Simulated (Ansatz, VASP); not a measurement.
## CO2 in VASP and in Ansatz

File INCAR:

```
ALGO = Normal
EDIFF = 1E-6
ENCUT = 600
GGA = PE
GGA_COMPAT = False
ISIF = 2
ISMEAR = 0
LASPH = True
LCHARG = True
LELF = True
LREAL = False
LVHAR = True
LWAVE = False
NBANDS = 44
NELM = 120
PREC = Accurate
SIGMA = 0.1
```

The input KPOINTS:

```
k-points
0
Gamma
  4 4 4
```

POSCAR

```
CO2
1.0
    5.4970730000      0.0000000000      0.0000000000
    0.0000000000      5.4970730000      0.0000000000
    0.0000000000      0.0000000000      5.4970730000
C O
4 8
Direct
    0.0000000000      0.0000000000      0.0000000000
    0.5000000000      0.0000000000      0.5000000000
    0.5000000000      0.5000000000      0.0000000000
    0.0000000000      0.5000000000      0.5000000000
    0.1225370000      0.1225370000      0.1225370000
    0.3774630000      0.8774630000      0.6225370000
    0.6225370000      0.3774630000      0.8774630000
    0.8774630000      0.6225370000      0.3774630000
    0.8774630000      0.8774630000      0.8774630000
    0.6225370000      0.1225370000      0.3774630000
    0.3774630000      0.6225370000      0.1225370000
    0.1225370000      0.3774630000      0.6225370000
```

Input for Ansatz:

```yaml
crystal:
  lattice:
    - [5.497073, 0.0, 0.0]
    - [0.0, 5.497073, 0.0]
    - [0.0, 0.0, 5.497073]
  atoms:
    - { symbol: C, position: [0.0, 0.0, 0.0] }
    - { symbol: C, position: [0.5, 0.0, 0.5] }
    - { symbol: C, position: [0.5, 0.5, 0.0] }
    - { symbol: C, position: [0.0, 0.5, 0.5] }
    - { symbol: O, position: [0.122537, 0.122537, 0.122537] }
    - { symbol: O, position: [0.377463, 0.877463, 0.622537] }
    - { symbol: O, position: [0.622537, 0.377463, 0.877463] }
    - { symbol: O, position: [0.877463, 0.622537, 0.377463] }
    - { symbol: O, position: [0.877463, 0.877463, 0.877463] }
    - { symbol: O, position: [0.622537, 0.122537, 0.377463] }
    - { symbol: O, position: [0.377463, 0.622537, 0.122537] }
    - { symbol: O, position: [0.122537, 0.377463, 0.622537] }
basis:
  ecutwfc: 420
kpoints:
  mp_grid: { grid: [4, 4, 4] }
hamiltonian:
  xc: pbe
scf:
  occupations: { method: gaussian, width: 0.1 }
output:
  forces: true
  stress: true
  eigenvalues: true
```

Alike in both runs: task single point; functional PBE; k mesh 4 × 4 × 4; occupations gaussian, width 0.1 eV; no spin polarisation.

```csv
,VASP,Ansatz
version,VASP 6.6.1,Ansatz 0.2.0
potentials or method,"VASP PAW PBE potentials, release 64 (C, O), cutoff 600 eV","scalar-relativistic, plane waves, PAW"
valence electrons in the cell,64,64
```

```csv
,VASP,Ansatz,Ansatz less VASP
gap on the k mesh at the Fermi level (eV),6.85,6.87,+0.021
least direct gap on the mesh (eV),6.85,6.87,+0.021
pressure (GPa),3.9,2.5,-1.37
rms of the force components (eV/Å),0.342,0.053,-0.2889
```

Atom by atom the forces differ by 0.289 eV/Å (rms over components). One of these differences is far larger than is usual between the two programs; its cause wasn't traced.

Noted on VASP's run: the standard files for N, O and F lose accuracy on very short bonds.
